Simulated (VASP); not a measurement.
Write the native input for VASP 6.6.1 that does the following.

```
Task                   : relaxation of shape and atoms at fixed volume
Functional             : PBEsol
Potentials or basis    : VASP PAW PBE potentials, release 64 (Ge_d)
Cutoff                 : 600 eV
k mesh                 : 12 × 12 × 6
Occupations            : gaussian, width 0.1 eV
Spin                   : no spin polarisation
Dipole correction      : no
Further INCAR settings : ALGO = Normal; EDIFF = 1e-07; IBRION = 2; EDIFFG = -0.01; NSW = 50; ISIF = 4
```

The structure of Ge lies in POSCAR:

```
Ge
1.0
    3.9565917612      0.0000000000      0.0000000000
   -1.9782958806      3.4265089776      0.0000000000
    0.0000000000      0.0000000000      6.5297304645
Ge
4
Direct
    0.6666666667      0.3333333333      0.0629118512
    0.3333333333      0.6666666667      0.5629118512
    0.6666666667      0.3333333333      0.4370881488
    0.3333333333      0.6666666667      0.9370881488
```

This isn't the form of Ge at room conditions, which is diamond.

The input as run:

INCAR

```
SYSTEM = Ge
ALGO = Normal
EDIFF = 1E-7
EDIFFG = -0.01
ENCUT = 600
GGA = PS
IBRION = 2
ISIF = 4
ISMEAR = 0
LASPH = .TRUE.
LCHARG = .FALSE.
LREAL = .FALSE.
LWAVE = .FALSE.
NELM = 80
NSW = 50
PREC = Accurate
SIGMA = 0.1
```

KPOINTS

```
k-points
0
G
  12 12 6
  0 0 0
```

Potentials or basis: VASP PAW PBE potentials, release 64 (Ge_d).

Launch:

```console
$ cat potpaw_PBE.64/Ge_d/POTCAR > POTCAR
$ mpirun -np 1 vasp_std > vasp.out
```

Results of the run:

The pressure after relaxing is 2.1 GPa and the largest force after relaxing is 0.005 eV/Å. The band gap on the k mesh is zero (bands 28 and 29 overlap by 0.09 eV).

Caveat: the relaxation stopped at its first step, so nothing moved; semilocal functionals underestimate gaps, and a narrow one can read as zero; the PAW data sets were made with another functional, which shifts forces and pressure a little.

Run time: 96 s on 1 thread of AMD EPYC 9R45 (Zen 5), with other jobs on the host, peak memory 0.31 GiB.
